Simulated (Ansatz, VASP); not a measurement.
# KTaO3: VASP beside Ansatz

INCAR

```
SYSTEM = KTaO3
ALGO     = Normal         ! electronic algorithm
EDIFF    = 1E-6           ! SCF threshold, eV
ENCUT    = 520            ! plane-wave cutoff, eV
GGA      = PE             ! functional
ISIF     = 2              ! what is computed and relaxed
ISMEAR   = 0              ! smearing method
LASPH    = .TRUE.         ! aspherical terms in the spheres
LCHARG   = .TRUE.         ! write CHGCAR
LELF     = .TRUE.         ! ELF
LREAL    = .FALSE.        ! projectors in reciprocal space
LVHAR    = .TRUE.       
LWAVE    = .FALSE.        ! write WAVECAR
NBANDS   = 27             ! bands
NELM     = 80             ! most SCF steps
PREC     = Accurate       ! precision mode
SIGMA    = 0.05           ! smearing width, eV
```

KPOINTS

```
k-points
0
G
  8 8 8
  0 0 0
```

The input POSCAR:

```
KTaO3
1.0
    3.9883000000      0.0000000000      0.0000000000
    0.0000000000      3.9883000000      0.0000000000
    0.0000000000      0.0000000000      3.9883000000
K Ta O
1 1 3
Direct
    0.5000000000      0.5000000000      0.5000000000
    0.0000000000      0.0000000000      0.0000000000
    0.5000000000      0.0000000000      0.0000000000
    0.0000000000      0.5000000000      0.0000000000
    0.0000000000      0.0000000000      0.5000000000
```

Input for Ansatz:

```yaml
crystal:
  lattice:
    - [3.9883, 0.0, 0.0]
    - [0.0, 3.9883, 0.0]
    - [0.0, 0.0, 3.9883]
  atoms:
    - { symbol: K, position: [0.5, 0.5, 0.5] }
    - { symbol: Ta, position: [0.0, 0.0, 0.0] }
    - { symbol: O, position: [0.5, 0.0, 0.0] }
    - { symbol: O, position: [0.0, 0.5, 0.0] }
    - { symbol: O, position: [0.0, 0.0, 0.5] }
basis:
  ecutwfc: 420
kpoints:
  mp_grid: { grid: [8, 8, 8] }
hamiltonian:
  xc: pbe
scf:
  occupations: { method: gaussian, width: 0.05 }
output:
  forces: true
  stress: true
  eigenvalues: true
```

Alike in both runs: task single point; functional PBE; k mesh 8 × 8 × 8; occupations gaussian, width 0.05 eV; no spin polarisation.

```csv
,VASP,Ansatz
version,VASP 6.6.1,Ansatz 0.2.0
potentials or method,"VASP PAW PBE potentials, release 64 (K_sv, Ta_pv, O), cutoff 520 eV","scalar-relativistic, plane waves, PAW"
valence electrons in the cell,38,40
```

|  | VASP | Ansatz | Ansatz less VASP |
| --- | --- | --- | --- |
| gap on the k mesh at the Fermi level (eV) | 2.18 | 2.22 | +0.047 |
| least direct gap on the mesh (eV) | 2.80 | 2.83 | +0.036 |
| pressure (GPa) | 6.1 | 5.4 | -0.67 |

VASP's potentials hold 38 valence electrons a cell and Ansatz's 40, so a difference there can come from the potentials and not from the codes.

Spin-orbit coupling is off throughout.
